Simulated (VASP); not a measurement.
Set up this calculation in VASP 6.6.1, as the native input.

```
Task                   : single point
Functional             : PBEsol
Potentials or basis    : VASP PAW PBE potentials, release 64 (Bi_d)
Cutoff                 : 520 eV
k mesh                 : 11 × 11 × 11
Occupations            : fermi-dirac, width 0.1 eV
Spin                   : no spin polarisation
Dipole correction      : no
Further INCAR settings : ALGO = Normal; EDIFF = 1e-07; NBANDS = 14
```

The structure of Bi lies in POSCAR:

```
Bi
1.0
    3.1338806509      0.0000000000      0.0000000000
    0.0000000000      3.1338806509      0.0000000000
    0.0000000000      0.0000000000      3.1338806509
Bi
1
Direct
    0.0000000000      0.0000000000      0.0000000000
```

This cell differs from its parent crystal: volume scaled by 0.92.

One way to write it, as run:

INCAR

```
SYSTEM = Bi
ALGO = Normal ; EDIFF = 1E-7
ENCUT = 520 ; GGA = PS
ISIF = 2 ; ISMEAR = -1
LASPH = .True. ; LCHARG = .False.
LREAL = .False. ; LWAVE = .False.
NBANDS = 14 ; NELM = 80
PREC = Accurate ; SIGMA = 0.1
```

KPOINTS

```
k-points
0
Gamma
  11 11 11
  0 0 0
```

Potentials or basis: VASP PAW PBE potentials, release 64 (Bi_d).

Launch:

```bash
$ cat potpaw_PBE.64/Bi_d/POTCAR > POTCAR
$ mpirun -np 1 vasp_std > vasp.out
```

It gave:

- Pressure: 5.5 GPa

Caveat: the PAW data sets were made with another functional, which shifts forces and pressure a little.

Run time: 11 s on 1 thread of Intel(R) Xeon(R) Platinum 8259CL CPU @ 2.50GHz (Skylake/Cascade Lake), on a shared host, peak memory 0.14 GiB.
